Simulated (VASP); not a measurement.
Set up this calculation in VASP 6.6.1, as the native input.

| Item | Value |
| --- | --- |
| Task | single point |
| Functional | LDA |
| Potentials or basis | VASP PAW LDA potentials, release 64 (Rb_sv) |
| Cutoff | 520 eV |
| k mesh | 4 × 4 × 4 |
| Occupations | fermi-dirac, width 0.1 eV |
| Spin | no spin polarisation |
| Dipole correction | no |
| Further INCAR settings | ALGO = Normal; EDIFF = 1e-06; NBANDS = 46 |

The structure of Rb lies in POSCAR:

```
Rb
1.0
    8.5718419879      0.0000000000      0.0000000000
    0.0000000000      8.5718419879      0.0000000000
    0.0000000000      0.0000000000      8.5718419879
Rb
8
Direct
    0.0000000000      1.0000000000      0.0000000000
    0.5000000000      0.5000000000      0.5000000000
    0.2500000000      0.0000000000      0.5000000000
    0.7500000000      1.0000000000      0.5000000000
    0.5000000000      0.2500000000      1.0000000000
    0.5000000000      0.7500000000      1.0000000000
    1.0000000000      0.5000000000      0.2500000000
    1.0000000000      0.5000000000      0.7500000000
```

These files were run (other wordings do the same):

INCAR

```
SYSTEM = Rb
PREC = Accurate ; ENCUT = 520
EDIFF = 1E-6 ; ISMEAR = -1
SIGMA = 0.1 ; LREAL = .False.
LASPH = .True. ; NELM = 80
ALGO = Normal ; ISIF = 2
LWAVE = .False. ; LCHARG = .False.
GGA = CA ; NBANDS = 46
```

KPOINTS

```
Automatic mesh
0
Gamma
  4 4 4
  0 0 0
```

Potentials or basis: VASP PAW LDA potentials, release 64 (Rb_sv).

Launch:

```sh
$ cat potpaw_LDA.64/Rb_sv/POTCAR > POTCAR
$ mpirun -np 1 vasp_std > vasp.out
```

Results of the run:

| Quantity | Value |
| --- | --- |
| Pressure | 0.0 GPa |
| Band gap on the k mesh | zero (bands 36 and 37 overlap by 0.64 eV) |

Run time: 3.4 min on 1 thread of Intel(R) Xeon(R) Platinum 8375C CPU @ 2.90GHz (Ice Lake), on a shared host, peak memory 0.51 GiB.
